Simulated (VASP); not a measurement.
# HC6 in VASP: notebook

Runs on HC6. Level: LDA. Tasks: single point.

Program: VASP 6.6.1. These are calculated values, not measurements. Logs are shortened: lines on timing, memory, paths and dates and some standing lists are left out, and cuts for length are marked.

**1. The cell of the first run**

The cell holds a wire or tube with vacuum around it, 14 atoms: a = 4.890 Å, b = 8.870 Å, c = 22.747 Å, α = 90.00°, β = 90.00°, γ = 97.92°.

**2. Single point, LDA**

INCAR reads:

```
SYSTEM = HC6
  ALGO = Normal
  DIPOL = 0.5 0.5 0.318
  EDIFF = 1E-7
  ENCUT = 520
  GGA = CA
  IDIPOL = 3
  ISIF = 2
  ISMEAR = 0
  LASPH = .TRUE.
  LCHARG = .FALSE.
  LDIPOL = .TRUE.
  LREAL = .FALSE.
  LWAVE = .FALSE.
  NBANDS = 38
  NELM = 80
  PREC = Accurate
  SIGMA = 0.1
```

KPOINTS reads:

```
k-points
0
G
  6 3 1
  0 0 0
```

POSCAR reads:

```
HC6
1.0
    4.8895256614      0.0000000000      0.0000000000
   -1.2223814153      8.7849592876      0.0000000000
    0.0000000000      0.0000000000     22.7474729025
C H
12 2
Direct
    0.0193612757      0.0774451030      0.1758437088
    0.5193612758      0.0774451030      0.1758437088
    0.2742015947      0.0968063788      0.2059542860
    0.7742015947      0.0968063788      0.2059542860
    0.2838822326      0.1355289303      0.2661754406
    0.7838822326      0.1355289303      0.2661754406
    0.0386279421      0.1545151615      0.2955067254
    0.5386279421      0.1545151615      0.2955067254
    0.0488684834      0.1954807970      0.3583587359
    0.5488684834      0.1954807970      0.3583587359
    0.3031723044      0.2126952264      0.3845470194
    0.8031723044      0.2126952264      0.3845470194
    0.0488684834      0.1588387656      0.5428063572
    0.0488684834      0.2321228284      0.5428063572
```

Potentials or basis: VASP PAW LDA potentials, release 64 (C, H).

Run with:

```sh
cat potpaw_LDA.64/C/POTCAR potpaw_LDA.64/H/POTCAR > POTCAR
mpirun -np 1 vasp_std > vasp.out
```

OUTCAR:

```text
SYSTEM = HC6
   EDIFF = 1E-7
   ENCUT = 520
   GGA = CA
   ISIF = 2
   ISMEAR = 0
   LASPH = .TRUE.
   LREAL = .FALSE.
   NELM = 80
   PREC = Accurate

 ion  position               nearest neighbor table
   1  0.019  0.077  0.176-   4 1.41   3 1.41
   2  0.519  0.077  0.176-   4 1.41   3 1.41
   3  0.274  0.097  0.206-   2 1.41   1 1.41   5 1.41
   4  0.774  0.097  0.206-   1 1.41   2 1.41   6 1.41
   5  0.284  0.136  0.266-   8 1.40   7 1.40   3 1.41
   6  0.784  0.136  0.266-   7 1.40   8 1.40   4 1.41
   7  0.039  0.155  0.296-   6 1.40   5 1.40   9 1.47
   8  0.539  0.155  0.296-   5 1.40   6 1.40  10 1.47
   9  0.049  0.195  0.358-  12 1.37  11 1.37   7 1.47
  10  0.549  0.195  0.358-  11 1.37  12 1.37   8 1.47
  11  0.303  0.213  0.385-  10 1.37   9 1.37
  12  0.803  0.213  0.385-   9 1.37  10 1.37
  13  0.049  0.159  0.543-  14 0.65
  14  0.049  0.232  0.543-  13 0.65

  LATTYP: Found a simple monoclinic cell.
 ALAT       =     4.8895256614
 B/A-ratio  =     4.6522862293
 C/A-ratio  =     1.8139991911
 COS(beta)  =    -0.1378170405

  Lattice vectors:

 A1 = (   4.8895256614,   0.0000000000,   0.0000000000)
 A2 = (   0.0000000000,   0.0000000000, -22.7474729025)
 A3 = (  -1.2223814153,   8.7849592876,   0.0000000000)

Analysis of symmetry for initial positions (statically):
=====================================================================
 Subroutine PRICEL returns:
 Original cell was already a primitive cell.

 Routine SETGRP: Setting up the symmetry group for a
 simple monoclinic supercell.

 Subroutine GETGRP returns: Found  1 space group operations
 (whereof  1 operations were pure point group operations)
 out of a pool of  4 trial point group operations.

The static configuration has the point symmetry C_1 .

Analysis of symmetry for dynamics (positions and initial velocities):
=====================================================================
 Subroutine PRICEL returns:
 Original cell was already a primitive cell.

 Routine SETGRP: Setting up the symmetry group for a
 simple monoclinic supercell.

 Subroutine GETGRP returns: Found  1 space group operations
 (whereof  1 operations were pure point group operations)
 out of a pool of  4 trial point group operations.
[... 126 lines left out ...]
   EFERMI_NEDOS =   21; number of points for ismear=-14 and -15
   IALGO  =     38    algorithm
   IMIX   =      4    mixing-type and parameters
     AMIX     =   0.40;   BMIX     =  1.00
     AMIX_MAG =   1.60;   BMIX_MAG =  1.00
  volume/ion in A,a.u.               =      69.79       470.99
  Fermi-wavevector in a.u.,A,eV,Ry     =   0.607787  1.148551  5.026066  0.369405
  Thomas-Fermi vector in A             =   1.662378
   LORBIT       =      0    0 simple, 1 ext, 2 COOP (PROOUT), +10 PAW based schemes
   GGA     = CA    functional components
   LHFCALC =     F    Hartree Fock is set to
   AEXX    =    0.0000 exact exchange contribution
   IVDW    =     0    specifies the selected vdW correction
   LEPSILON=     F    determine dielectric tensor
   LRPA    =     F    only Hartree local field effects (RPA)
 non-spin polarized calculation
 Gauss-broadening in eV      SIGMA  =   0.10
  energy-cutoff  :      520.00
  volume of cell :      977.10
 maximum number of plane-waves:     26378
   NGX = 19   NGY = 33   NGZ = 85

 dipolmoment           0.000000      0.000000      0.053240 electrons x Angstroem

 number of electron      49.9999997 magnetization

 dipolmoment           0.000000      0.000000     -0.095969 electrons x Angstroem

 Free energy of the ion-electron system (eV)
  ---------------------------------------------------
  ext. energy  EPLUGINS =         0.00000000
  ---------------------------------------------------
  free energy    TOTEN  =      -113.48763030 eV

  energy without entropy =     -113.42817152  energy(sigma->0) =     -113.45790091

 E-fermi :  -4.9067     XC(G=0):  -2.0100

 val. band max:       -4.9628910705   @ k =   0.5000   0.3333   0.0000
 cond. band min:      -4.8648826667   @ k =   0.5000   0.0000   0.0000
 fundamental gap:      0.0980084039
 Fermi energy:        -4.9067073361

 k-point     1 :       0.0000    0.0000    0.0000
  band No.  band energies     occupation
      1     -23.6146      2.00000
      2     -21.8966      2.00000
      3     -19.4543      2.00000
      4     -19.3943      2.00000
      5     -19.3488      2.00000
      6     -17.7693      2.00000
[... 389 lines left out ...]
     36       1.5081      0.00000
     37       1.8450      0.00000
 [bands above 37 left out]

------------------------ aborting loop because EDIFF is reached ----------------------------------------

 vacuum level on the upper side and lower side of the slab       (xc-potential included)        -0.229         0.167

  FORCE on cell =-STRESS in cart. coord.  units (eV):
  Direction    XX          YY          ZZ          XY          YZ          ZX
  --------------------------------------------------------------------------------------
  -------------------------------------------------------------------------------------
  Total        0.4165266      3.6051673      2.1778223     -0.4938589      0.6206619      0.0001006
  in kB        0.6829890      5.9114820      3.5710290     -0.8097927      1.0177146      0.0001649
  external PRESSURE =       3.3885000 kB  Pullay stress =       0.0000000 kB

 VOLUME and BASIS-vectors are now :
 -----------------------------------------------------------------------------
  energy-cutoff  :      520.00
  volume of cell :      977.10
      direct lattice vectors                 reciprocal lattice vectors
     4.889525661  0.000000000  0.000000000     0.204518816  0.028457730  0.000000000
    -1.222381415  8.784959288  0.000000000     0.000000000  0.113830920  0.000000000
     0.000000000  0.000000000 22.747472903     0.000000000  0.000000000  0.043960927

 POSITION                                       TOTAL-FORCE (eV/Angst)
 -----------------------------------------------------------------------------------
     -0.00000      0.68035      4.00000        -0.000219      0.416264      1.700085
      2.44476      0.68035      4.00000        -0.000112      0.416040      1.698891
      1.22238      0.85044      4.68494         0.000752     -0.817927     -3.291711
      3.66714      0.85044      4.68494        -0.000409     -0.817946     -3.291648
      1.22238      1.19062      6.05482         0.002342      0.379750      1.506013
      3.66714      1.19062      6.05482        -0.003001      0.379743      1.506110
     -0.00000      1.35741      6.72203         0.000319      0.005582      0.016409
      2.44476      1.35741      6.72203         0.000141      0.004286      0.011931
     -0.00001      1.71729      8.15176         0.000077      0.005545      0.023399
      2.44475      1.71729      8.15176         0.000076     -0.001769     -0.008111
      1.22237      1.86852      8.74747         0.009812      0.014728      0.079916
      3.66714      1.86852      8.74747        -0.009643      0.015747      0.080972
      0.04478      1.39539     12.34747         0.767765     -5.501449     -0.010678
     -0.04480      2.03919     12.34747        -0.767899      5.501406     -0.021579
 -----------------------------------------------------------------------------------
    total drift:                                0.000588      0.000096     -0.000406

  FREE ENERGIE OF THE ION-ELECTRON SYSTEM (eV)
  ---------------------------------------------------
  free  energy   TOTEN  =      -113.4876302963 eV

  energy  without entropy=     -113.4281715186  energy(sigma->0) =     -113.45790091

 vacuum level on the upper side and lower side of the slab         1.071         1.476
```

stdout:

```text
POSCAR found type information on POSCAR C H
 POSCAR found :  2 types and      14 ions
 scaLAPACK will be used
 LDA part: xc-table for (Slater(with rela. corr.)+CA(PZ))
 , standard interpolation
 POSCAR, INCAR and KPOINTS ok, starting setup
 FFT: planning ... GRIDC
 FFT: planning ... GRID_SOFT
 FFT: planning ... GRID
 WAVECAR not read
 entering main loop
```

Wall time 13 min (1 thread of Intel Xeon Platinum 8488C (Sapphire Rapids), shared host); peak memory 0.79 GiB.

Results:

| Item | Value |
| --- | --- |
| Free energy | -113.4876 eV |
| Largest force | 5.555 eV/Å |
| Band gap on the k mesh | 0.10 eV |

Forces in eV/Å, atoms in the order of the input:
```
C    0.000  0.416  1.700
C    0.000  0.416  1.699
C    0.001 -0.818 -3.292
C    0.000 -0.818 -3.292
C    0.002  0.380  1.506
C   -0.003  0.380  1.506
C    0.000  0.006  0.016
C    0.000  0.004  0.012
C    0.000  0.006  0.023
C    0.000 -0.002 -0.008
C    0.010  0.015  0.080
C   -0.010  0.016  0.081
H    0.768 -5.501 -0.011
H   -0.768  5.501 -0.022
```

Levels at points of the mesh, in eV from the valence-band top:
| k point | band 21 | band 22 | band 23 | band 24 | band 25 | band 26 | band 27 | band 28 | band 29 | band 30 |
| --- | --- | --- | --- | --- | --- | --- | --- | --- | --- | --- |
| (0.00, 0.00, 0.00) | -2.16 | -2.10 | -0.35 | -0.32 | -0.18 | 0.51 | 0.62 | 0.91 | 2.40 | 2.87 |
| (0.50, 0.00, 0.00) | -3.78 | -1.69 | -1.69 | 0.00 | 0.00 | 0.10 | 0.10 | 3.01 | 3.01 | 5.72 |

**3. Single point, LDA**

INCAR reads:

```
SYSTEM = HC6
  PREC = Accurate
  ENCUT = 520
  EDIFF = 1E-6
  ISMEAR = 0
  SIGMA = 0.1
  LREAL = .False.
  LASPH = .True.
  NELM = 100
  ALGO = Normal
  ISIF = 2
  LWAVE = .False.
  LCHARG = .False.
  LDIPOL = .True.
  IDIPOL = 3
  DIPOL = 0.5 0.5 0.307
  GGA = CA
  NBANDS = 38
```

KPOINTS reads:

```
regular mesh
0
Gamma
  6 3 1
  0 0 0
```

POSCAR, as its differences from that of step 2:

```diff
@@ -20,3 +20,3 @@
     0.8031723044      0.2126952264      0.3845470194
-    0.0488684834      0.1588387656      0.5428063572
-    0.0488684834      0.2321228284      0.5428063572
+    0.0488684834      0.1436746019      0.4605994234
+    0.0488684834      0.2472869921      0.4605994234
```

Potentials or basis: VASP PAW LDA potentials, release 64 (C, H).

Run with:

```sh
cat potpaw_LDA.64/C/POTCAR potpaw_LDA.64/H/POTCAR > POTCAR
mpirun -np 1 vasp_std > vasp.out
```

OUTCAR:

```text
SYSTEM = HC6
   PREC = Accurate
   ENCUT = 520
   EDIFF = 1E-6
   ISMEAR = 0
   LREAL = .False.
   LASPH = .True.
   NELM = 100
   ISIF = 2
   GGA = CA

 ion  position               nearest neighbor table
   1  0.019  0.077  0.176-   4 1.41   3 1.41
   2  0.519  0.077  0.176-   4 1.41   3 1.41
   3  0.274  0.097  0.206-   2 1.41   1 1.41   5 1.41
   4  0.774  0.097  0.206-   1 1.41   2 1.41   6 1.41
   5  0.284  0.136  0.266-   8 1.40   7 1.40   3 1.41
   6  0.784  0.136  0.266-   7 1.40   8 1.40   4 1.41
   7  0.039  0.155  0.296-   6 1.40   5 1.40   9 1.47
   8  0.539  0.155  0.296-   5 1.40   6 1.40  10 1.47
   9  0.049  0.195  0.358-  12 1.37  11 1.37   7 1.47
  10  0.549  0.195  0.358-  11 1.37  12 1.37   8 1.47
  11  0.303  0.213  0.385-  10 1.37   9 1.37
  12  0.803  0.213  0.385-   9 1.37  10 1.37
  13  0.049  0.144  0.461-
  14  0.049  0.247  0.461-

  LATTYP: Found a simple monoclinic cell.
 ALAT       =     4.8895256614
[... 606 lines left out ...]

 vacuum level on the upper side and lower side of the slab       (xc-potential included)        -0.742         0.688

  FORCE on cell =-STRESS in cart. coord.  units (eV):
  Direction    XX          YY          ZZ          XY          YZ          ZX
  --------------------------------------------------------------------------------------
  -------------------------------------------------------------------------------------
  Total        0.4288318     -2.2265743      1.2689057      0.0661588      0.5406649     -0.0540961
  in kB        0.7031661     -3.6509688      2.0806560      0.1084821      0.8865416     -0.0887028
  external PRESSURE =      -0.2890489 kB  Pullay stress =       0.0000000 kB

 VOLUME and BASIS-vectors are now :
 -----------------------------------------------------------------------------
  energy-cutoff  :      520.00
  volume of cell :      977.10
      direct lattice vectors                 reciprocal lattice vectors
     4.889525661  0.000000000  0.000000000     0.204518816  0.028457730  0.000000000
    -1.222381415  8.784959288  0.000000000     0.000000000  0.113830920  0.000000000
     0.000000000  0.000000000 22.747472903     0.000000000  0.000000000  0.043960927

 POSITION                                       TOTAL-FORCE (eV/Angst)
 -----------------------------------------------------------------------------------
     -0.00000      0.68035      4.00000        -0.004019      0.363002      1.633042
      2.44476      0.68035      4.00000         0.004104      0.453128      1.541928
      1.22238      0.85044      4.68494         0.058996     -0.791271     -3.041698
      3.66714      0.85044      4.68494        -0.059386     -0.794575     -3.042186
      1.22238      1.19062      6.05482         0.156968      0.293572      1.234162
      3.66714      1.19062      6.05482        -0.156666      0.302983      1.242314
     -0.00000      1.35741      6.72203         0.004823      0.368702      0.515367
      2.44476      1.35741      6.72203        -0.003081      0.086652      0.152144
     -0.00001      1.71729      8.15176        -0.004446      0.061594     -0.173543
      2.44475      1.71729      8.15176         0.007855     -0.176358     -0.783973
      1.22237      1.86852      8.74747         0.144378     -0.294210      0.560580
      3.66714      1.86852      8.74747        -0.121504     -0.127729      0.626479
      0.06332      1.26218     10.47747        -0.084623      2.468628     -0.137456
     -0.06334      2.17241     10.47747         0.056602     -2.214117     -0.327160
 -----------------------------------------------------------------------------------
    total drift:                                0.000602      0.000330     -0.000200

  FREE ENERGIE OF THE ION-ELECTRON SYSTEM (eV)
  ---------------------------------------------------
  free  energy   TOTEN  =      -113.9293634008 eV

  energy  without entropy=     -113.8585082678  energy(sigma->0) =     -113.89393583

 vacuum level on the upper side and lower side of the slab         0.475         1.938
```

stdout:

```text
POSCAR found type information on POSCAR C H
 POSCAR found :  2 types and      14 ions
 scaLAPACK will be used
 LDA part: xc-table for (Slater(with rela. corr.)+CA(PZ))
 , standard interpolation
 POSCAR, INCAR and KPOINTS ok, starting setup
 FFT: planning ... GRIDC
 FFT: planning ... GRID_SOFT
 FFT: planning ... GRID
 WAVECAR not read
 entering main loop
```

Run time: 11 min. Hardware: 1 thread of Intel Xeon Platinum 8488C (Sapphire Rapids), shared host; peak memory 0.78 GiB.

Results:

```yaml
Free_energy: -113.9294 eV
Largest_force: 3.145 eV/Å
Band_gap_on_the_k_mesh: 0.05 eV
```

Forces on the atoms (eV/Å):
```
C   -0.004  0.363  1.633
C    0.004  0.453  1.542
C    0.059 -0.791 -3.042
C   -0.059 -0.795 -3.042
C    0.157  0.294  1.234
C   -0.157  0.303  1.242
C    0.005  0.369  0.515
C   -0.003  0.087  0.152
C   -0.004  0.062 -0.174
C    0.008 -0.176 -0.784
C    0.144 -0.294  0.561
C   -0.122 -0.128  0.626
H   -0.085  2.469 -0.137
H    0.057 -2.214 -0.327
```
